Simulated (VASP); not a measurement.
# InP (Fm-3m) in VASP: settings compared

InP is run at these levels: LDA, PBEsol; tasks: single point.

Program: VASP 6.6.1. These are calculated values, not measurements. Logs are shortened: lines on timing, memory, paths and dates and some standing lists are left out, and cuts for length are marked.

### Step 1. The cell of the first run

The structure is cubic, space group Fm-3m (No. 225). Conventional cell: a = 5.414 Å, b = 5.414 Å, c = 5.414 Å, α = 90.00°, β = 90.00°, γ = 90.00°. Within 3.6 Å of In (site symmetry m-3m) lie 6 P at 2.71 Å. P (site symmetry m-3m) has 6 In at 2.71 Å within 3.6 Å.

### Step 2. Single point, LDA

Input file INCAR:

```
SYSTEM = InP
PREC = Accurate
ENCUT = 500
EDIFF = 1E-6
ISMEAR = 0
SIGMA = 0.05
LREAL = .False.
LASPH = .True.
NELM = 120
ALGO = Normal
ISIF = 2
LWAVE = .False.
LCHARG = .True.
GGA = CA
LELF = .True.
LVHAR = .True.
NBANDS = 16
GGA_COMPAT = .False.
```

Input file KPOINTS:

```
Automatic mesh
0
Gamma
  8 8 8
  0 0 0
```

Input file POSCAR:

```
InP
1.0
    0.0000000000      2.7071979831      2.7071979831
    2.7071979831      0.0000000000      2.7071979831
    2.7071979831      2.7071979831      0.0000000000
In P
1 1
Direct
    0.0000000000      0.0000000000      0.0000000000
    0.5000000000      0.5000000000      0.5000000000
```

Potentials or basis: VASP PAW LDA potentials, release 64 (In_d, P).

Run with:

```
$ cat potpaw_LDA.64/In_d/POTCAR potpaw_LDA.64/P/POTCAR > POTCAR
$ mpirun -np 1 vasp_std > vasp.out
```

OUTCAR:

```text
SYSTEM = InP
   PREC = Accurate
   ENCUT = 500
   EDIFF = 1E-6
   ISMEAR = 0
   LREAL = .False.
   LASPH = .True.
   NELM = 120
   ISIF = 2
   GGA = CA

 ion  position               nearest neighbor table
   1  0.000  0.000  0.000-   2 2.71   2 2.71   2 2.71   2 2.71   2 2.71   2 2.71
   2  0.500  0.500  0.500-   1 2.71   1 2.71   1 2.71   1 2.71   1 2.71   1 2.71

  LATTYP: Found a face centered cubic cell.
 ALAT       =     5.4143959662

  Lattice vectors:

 A1 = (   0.0000000000,   2.7071979831,   2.7071979831)
 A2 = (   2.7071979831,   0.0000000000,   2.7071979831)
 A3 = (   2.7071979831,   2.7071979831,   0.0000000000)

Analysis of symmetry for initial positions (statically):
=====================================================================
 Subroutine PRICEL returns:
 Original cell was already a primitive cell.

 Routine SETGRP: Setting up the symmetry group for a
 face centered cubic supercell.

 Subroutine GETGRP returns: Found 48 space group operations
 (whereof 48 operations were pure point group operations)
 out of a pool of 48 trial point group operations.

The static configuration has the point symmetry O_h .

Analysis of symmetry for dynamics (positions and initial velocities):
=====================================================================
 Subroutine PRICEL returns:
 Original cell was already a primitive cell.

 Routine SETGRP: Setting up the symmetry group for a
 face centered cubic supercell.

 Subroutine GETGRP returns: Found 48 space group operations
 (whereof 48 operations were pure point group operations)
 out of a pool of 48 trial point group operations.

The dynamic configuration has the point symmetry O_h .

 Subroutine INISYM returns: Found 48 space group operations
 (whereof 48 operations are pure point group operations),
 and found     1 'primitive' translations

----------------------------------------------------------------------------------------

                                     Primitive cell

  volume of cell :      39.6817

  direct lattice vectors                    reciprocal lattice vectors
     0.000000000  2.707197983  2.707197983    -0.184692809  0.184692809  0.184692809
     2.707197983  0.000000000  2.707197983     0.184692809 -0.184692809  0.184692809
     2.707197983  2.707197983  0.000000000     0.184692809  0.184692809 -0.184692809

  length of vectors
     3.828556104  3.828556104  3.828556104     0.319897329  0.319897329  0.319897329

  position of ions in fractional coordinates (direct lattice)
     0.000000000  0.000000000  0.000000000
     0.500000000  0.500000000  0.500000000

[... 78 lines left out ...]
   EDIFFG = 0.1E-04   stopping-criterion for IOM
   NSW    =      0    number of steps for IOM
   IBRION =     -1    ionic relax: 0-MD 1-quasi-New 2-CG
   NFREE  =      0    steps in history (QN), initial steepest desc. (CG)
   ISIF   =      2    stress and relaxation
   ISYM   =      2    0-nonsym 1-usesym 2-fastsym
   POTIM  = 0.5000    time-step for ionic-motion
   TEBEG  =    0.0;   TEEND  =   0.0 temperature during run
   PSTRESS=    0.0 pullay stress
   NELECT =      18.0000    total number of electrons
   NUPDOWN=      -1.0000    fix difference up-down
   EMIN   =  10.00;   EMAX   =-10.00  energy-range for DOS
   EFERMI =   0.00;   METHOD = LEGACY
   ISMEAR =     0;   SIGMA  =   0.05  broadening in eV -4-tet -1-fermi 0-gaus
   EFERMI_NEDOS =   21; number of points for ismear=-14 and -15
   IALGO  =     38    algorithm
   IMIX   =      4    mixing-type and parameters
     AMIX     =   0.40;   BMIX     =  1.00
     AMIX_MAG =   1.60;   BMIX_MAG =  1.00
  volume/ion in A,a.u.               =      19.84       133.89
  Fermi-wavevector in a.u.,A,eV,Ry     =   1.257870  2.377029 21.527630  1.582236
  Thomas-Fermi vector in A             =   2.391507
   LORBIT       =      0    0 simple, 1 ext, 2 COOP (PROOUT), +10 PAW based schemes
   GGA     = CA    functional components
   LHFCALC =     F    Hartree Fock is set to
   AEXX    =    0.0000 exact exchange contribution
   IVDW    =     0    specifies the selected vdW correction
   LEPSILON=     F    determine dielectric tensor
   LRPA    =     F    only Hartree local field effects (RPA)
 non-spin polarized calculation
 Gauss-broadening in eV      SIGMA  =   0.05
  energy-cutoff  :      500.00
  volume of cell :       39.68
 maximum number of plane-waves:      1036
   NGX = 13   NGY = 13   NGZ = 13

 number of electron      18.0000009 magnetization

 Free energy of the ion-electron system (eV)
  ---------------------------------------------------
  ext. energy  EPLUGINS =         0.00000000
  ---------------------------------------------------
  free energy    TOTEN  =        -9.30886799 eV

  energy without entropy =       -9.30575608  energy(sigma->0) =       -9.30731204

 E-fermi :   7.8146     XC(G=0): -10.9491

 val. band max:        7.7969111642   @ k =  -0.3750   0.5000   0.1250
 cond. band min:       7.8373289570   @ k =  -0.3750   0.3750   0.0000
 fundamental gap:      0.0404177928
 Fermi energy:         7.8146167494

 k-point     1 :       0.0000    0.0000    0.0000
  band No.  band energies     occupation
      1      -6.5717      2.00000
      2      -6.5717      2.00000
      3      -6.5438      2.00000
      4      -6.5438      2.00000
      5      -6.5438      2.00000
      6      -4.8109      2.00000
[... 433 lines left out ...]
      3      -6.5307      2.00000
      4      -6.4842      2.00000
      5      -6.4296      2.00000
      6      -1.8628      2.00000
[... 8 lines left out ...]
     15      17.9800      0.00000
     16      20.8130      0.00000

 [... further k-points ...]

------------------------ aborting loop because EDIFF is reached ----------------------------------------

  FORCE on cell =-STRESS in cart. coord.  units (eV):
  Direction    XX          YY          ZZ          XY          YZ          ZX
  --------------------------------------------------------------------------------------
  -------------------------------------------------------------------------------------
  Total        0.0152303      0.0152303      0.0152303     -0.0000000      0.0000000      0.0000000
  in kB        0.6149350      0.6149350      0.6149350     -0.0000000      0.0000000      0.0000000
  external PRESSURE =       0.6149350 kB  Pullay stress =       0.0000000 kB

 VOLUME and BASIS-vectors are now :
 -----------------------------------------------------------------------------
  energy-cutoff  :      500.00
  volume of cell :       39.68
      direct lattice vectors                 reciprocal lattice vectors
     0.000000000  2.707197983  2.707197983    -0.184692809  0.184692809  0.184692809
     2.707197983  0.000000000  2.707197983     0.184692809 -0.184692809  0.184692809
     2.707197983  2.707197983  0.000000000     0.184692809  0.184692809 -0.184692809

 POSITION                                       TOTAL-FORCE (eV/Angst)
 -----------------------------------------------------------------------------------
      0.00000      0.00000      0.00000        -0.000000     -0.000000     -0.000000
      2.70720      2.70720      2.70720         0.000000      0.000000      0.000000
 -----------------------------------------------------------------------------------
    total drift:                               -0.000000      0.000000      0.000000

  FREE ENERGIE OF THE ION-ELECTRON SYSTEM (eV)
  ---------------------------------------------------
  free  energy   TOTEN  =        -9.3088679937 eV

  energy  without entropy=       -9.3057560829  energy(sigma->0) =       -9.30731204
```

OSZICAR:

```text
N       E                     dE             d eps       ncg     rms          rms(c)
DAV:   1     0.107012869420E+03    0.10701E+03   -0.82722E+03   944   0.132E+03
DAV:   2    -0.324943197903E+01   -0.11026E+03   -0.10552E+03  1040   0.307E+02
DAV:   3    -0.949587569250E+01   -0.62464E+01   -0.61387E+01  1208   0.693E+01
DAV:   4    -0.964052739975E+01   -0.14465E+00   -0.14461E+00  1128   0.107E+01
DAV:   5    -0.964794461322E+01   -0.74172E-02   -0.74171E-02  1408   0.223E+00    0.550E+00
DAV:   6    -0.933426502598E+01    0.31368E+00   -0.51062E-01  1408   0.131E+01    0.313E+00
DAV:   7    -0.931330525649E+01    0.20960E-01   -0.86621E-02  1424   0.282E+00    0.122E+00
DAV:   8    -0.930993732199E+01    0.33679E-02   -0.15543E-02  1384   0.179E+00    0.232E-01
DAV:   9    -0.930890004366E+01    0.10373E-02   -0.35102E-03  1456   0.970E-01    0.910E-02
DAV:  10    -0.930887266269E+01    0.27381E-04   -0.19574E-04  1224   0.129E-01    0.701E-02
DAV:  11    -0.930887552677E+01   -0.28641E-05   -0.72260E-05  1312   0.845E-02    0.185E-02
DAV:  12    -0.930886794665E+01    0.75801E-05   -0.24137E-05  1440   0.415E-02    0.563E-03
DAV:  13    -0.930886799368E+01   -0.47034E-07   -0.12936E-06   960   0.827E-03
   1 F= -.93088680E+01 E0= -.93073120E+01  d E =-.311191E-02
```

stdout:

```text
POSCAR found type information on POSCAR InP
 POSCAR found :  2 types and       2 ions
 scaLAPACK will be used
 LDA part: xc-table for (Slater(with rela. corr.)+CA(PZ))
 , standard interpolation
 POSCAR, INCAR and KPOINTS ok, starting setup
 FFT: planning ... GRIDC
 FFT: planning ... GRID_SOFT
 FFT: planning ... GRID
 WAVECAR not read
 entering main loop
```

Wall time 36 s (1 thread of Intel Xeon 8259CL, shared host); peak memory 0.15 GiB.

Results:

- Free energy: -9.3089 eV
- Pressure: 0.1 GPa
- Band gap on the k mesh: zero (band 9 reaches 8.07 eV, above the bottom of band 10 at 5.15 eV)

Levels at points of the mesh, in eV from the Fermi level:
```csv
k point,band 6,band 7,band 8,band 9,band 10,band 11,band 12,band 13
"(0.00, 0.00, 0.00)",-12.63,-0.42,-0.42,-0.42,0.84,7.04,7.04,7.04
"(0.50, 0.00, 0.00)",-10.28,-7.18,0.11,0.11,2.34,3.19,3.19,5.50
"(0.50, 0.50, 0.00)",-8.95,-5.50,-2.69,-2.66,-2.66,3.59,10.18,10.18
```

Caveat: spin-orbit coupling is left out, which moves the levels of the heavy elements.

### Step 3. Single point, LDA (volume scaled by 1.02)

Input file INCAR:

```
SYSTEM = InP
PREC = Accurate
ENCUT = 500
EDIFF = 1E-6
ISMEAR = 0
SIGMA = 0.05
LREAL = .FALSE.
LASPH = .TRUE.
NELM = 120
ALGO = Normal
ISIF = 2
LWAVE = .FALSE.
LCHARG = .TRUE.
LELF = .TRUE.
LVHAR = .TRUE.
NBANDS = 16
GGA_COMPAT = .FALSE.
```

Input file KPOINTS:

```
Automatic mesh
0
G
  8 8 8
  0 0 0
```

Input file POSCAR:

```
InP
1.0
    0.0000000000      2.7251269691      2.7251269691
    2.7251269691      0.0000000000      2.7251269691
    2.7251269691      2.7251269691      0.0000000000
In P
1 1
Direct
    0.0000000000      0.0000000000      0.0000000000
    0.5000000000      0.5000000000      0.5000000000
```

Potentials or basis: VASP PAW LDA potentials, release 64 (In_d, P).

Run with:

```
$ cat potpaw_LDA.64/In_d/POTCAR potpaw_LDA.64/P/POTCAR > POTCAR
$ mpirun -np 1 vasp_std > vasp.out
```

Wall time 32 s (1 thread of Intel Xeon 8259CL, shared host); peak memory 0.15 GiB.

The run converged. Its results:

| Quantity | Value |
| --- | --- |
| Free energy | -9.3052 eV |
| Pressure | -1.6 GPa |
| Band gap on the k mesh | zero (band 9 reaches 7.80 eV, above the bottom of band 10 at 4.96 eV) |

Levels at points of the mesh, in eV from the Fermi level:
| k point | band 7 | band 8 | band 9 | band 10 | band 11 | band 12 |
| --- | --- | --- | --- | --- | --- | --- |
| (0.00, 0.00, 0.00) | -0.39 | -0.39 | -0.39 | 0.67 | 7.04 | 7.04 |
| (0.50, 0.00, 0.00) | -7.06 | 0.11 | 0.11 | 2.34 | 3.21 | 3.21 |
| (0.50, 0.50, 0.00) | -5.36 | -2.70 | -2.58 | -2.58 | 3.65 | 10.02 |

Caveat: the cell differs from its parent crystal (volume scaled by 1.02); spin-orbit coupling is left out, which moves the levels of the heavy elements.

### Step 4. Single point, PBEsol

This run uses another cell than the first one, of 20.15 Å³/atom, 1.016 times its volume.

Edit INCAR of step 3 so:

```diff
@@ -12,5 +12,4 @@
 LWAVE = .FALSE.
-LCHARG = .TRUE.
-LELF = .TRUE.
-LVHAR = .TRUE.
+LCHARG = .FALSE.
+GGA = PS
 NBANDS = 16
```

Input file KPOINTS:

```
regular mesh
0
G
  8 8 8
  0 0 0
```

Input file POSCAR:

```
InP
1.0
    0.0000000000      2.7212890197      2.7212890197
    2.7212890197      0.0000000000      2.7212890197
    2.7212890197      2.7212890197      0.0000000000
In P
1 1
Direct
    0.0000000000      0.0000000000      0.0000000000
    0.5000000000      0.5000000000      0.5000000000
```

Potentials or basis: VASP PAW PBE potentials, release 64 (In_d, P).

Run with:

```
$ cat potpaw_PBE.64/In_d/POTCAR potpaw_PBE.64/P/POTCAR > POTCAR
$ mpirun -np 1 vasp_std > vasp.out
```

Wall time 35 s (1 thread of Intel Xeon 8259CL, shared host); peak memory 0.16 GiB.

The run converged. Its results:

* Free energy: -8.7844 eV
* Pressure: 0.7 GPa
* Band gap on the k mesh: zero (band 9 reaches 7.93 eV, above the bottom of band 10 at 5.07 eV)

Levels at points of the mesh, in eV from the Fermi level:
```
           k point  band 7  band 8  band 9  band 10  band 11  band 12
(0.00, 0.00, 0.00)   -0.42   -0.42   -0.42     0.79     6.96     6.96
(0.50, 0.00, 0.00)   -7.09    0.08    0.08     2.31     3.21     3.21
(0.50, 0.50, 0.00)   -5.44   -2.64   -2.64    -2.64     3.53    10.14
```

Caveat: the PAW data sets were made with another functional, which shifts forces and pressure a little; spin-orbit coupling is left out, which moves the levels of the heavy elements.

### Step 5. Single point, PBEsol

This run uses another cell than the first one, of 20.30 Å³/atom, 1.023 times its volume.

Input file INCAR:

```
PREC     = Accurate       # precision mode
ENCUT    = 500            # plane-wave cutoff, eV
EDIFF    = 1E-6           # SCF threshold, eV
ISMEAR   = 0              # smearing method
SIGMA    = 0.05           # smearing width, eV
LREAL    = F              # projectors in reciprocal space
LASPH    = T              # aspherical terms in the spheres
NELM     = 120            # most SCF steps
ALGO     = Normal         # electronic algorithm
ISIF     = 2              # what is computed and relaxed
LWAVE    = F              # write WAVECAR
LCHARG   = F              # write CHGCAR
GGA      = PS             # functional
NBANDS   = 16             # bands
GGA_COMPAT= F
```

Input file KPOINTS:

```
Automatic mesh
0
Gamma
  8 8 8
```

Input file POSCAR:

```
InP
1.0
    0.0000000000      2.7279024873      2.7279024873
    2.7279024873      0.0000000000      2.7279024873
    2.7279024873      2.7279024873      0.0000000000
In P
1 1
Direct
    0.0000000000      0.0000000000      0.0000000000
    0.5000000000      0.5000000000      0.5000000000
```

Run with:

```
$ cat potpaw_PBE.64/In_d/POTCAR potpaw_PBE.64/P/POTCAR > POTCAR
$ mpirun -np 1 vasp_std > vasp.out
```

Wall time 33 s (1 thread of Intel Xeon 8259CL, shared host); peak memory 0.16 GiB.

It converged, with:

| Quantity | Value |
| --- | --- |
| Free energy | -8.7852 eV |
| Pressure | 0.0 GPa |
| Band gap on the k mesh | zero (band 9 reaches 7.83 eV, above the bottom of band 10 at 5.00 eV) |

Levels at points of the mesh, in eV from the Fermi level:
| k point | band 6 | band 7 | band 8 | band 9 | band 10 | band 11 | band 12 | band 13 |
| --- | --- | --- | --- | --- | --- | --- | --- | --- |
| (0.00, 0.00, 0.00) | -12.48 | -0.41 | -0.41 | -0.41 | 0.73 | 6.96 | 6.96 | 6.96 |
| (0.50, 0.00, 0.00) | -10.22 | -7.05 | 0.08 | 0.08 | 2.31 | 3.22 | 3.22 | 5.38 |
| (0.50, 0.50, 0.00) | -8.96 | -5.39 | -2.64 | -2.61 | -2.61 | 3.55 | 10.08 | 10.08 |

Caveat: the PAW data sets were made with another functional, which shifts forces and pressure a little; spin-orbit coupling is left out, which moves the levels of the heavy elements.

### Step 6. The runs side by side

| level | potentials or basis | cell | gap on the mesh (eV) | pressure (GPa) |
| --- | --- | --- | --- | --- |
| LDA | VASP PAW LDA potentials, release 64 (In_d, P) | a = 3.829 Å, angles 60.0°, 2 atoms | none | 0.1 |
| LDA | VASP PAW LDA potentials, release 64 (In_d, P) | a = 3.854 Å, angles 60.0°, 2 atoms | none | -1.6 |
| PBEsol | VASP PAW PBE potentials, release 64 (In_d, P) | a = 3.848 Å, angles 60.0°, 2 atoms | none | 0.7 |
| PBEsol | VASP PAW PBE potentials, release 64 (In_d, P) | a = 3.858 Å, angles 60.0°, 2 atoms | none | 0.0 |

Alike in all rows: task single point; no spin polarisation; k mesh 8 × 8 × 8; cutoff (eV) 500; smearing gaussian 0.05 eV.

Caveats: spin-orbit coupling is left out, which moves the levels of the heavy elements; the PAW data sets were made with another functional, which shifts forces and pressure a little (some runs).

Total energies depend on the potentials used, so only differences within one code and one set of settings carry meaning.
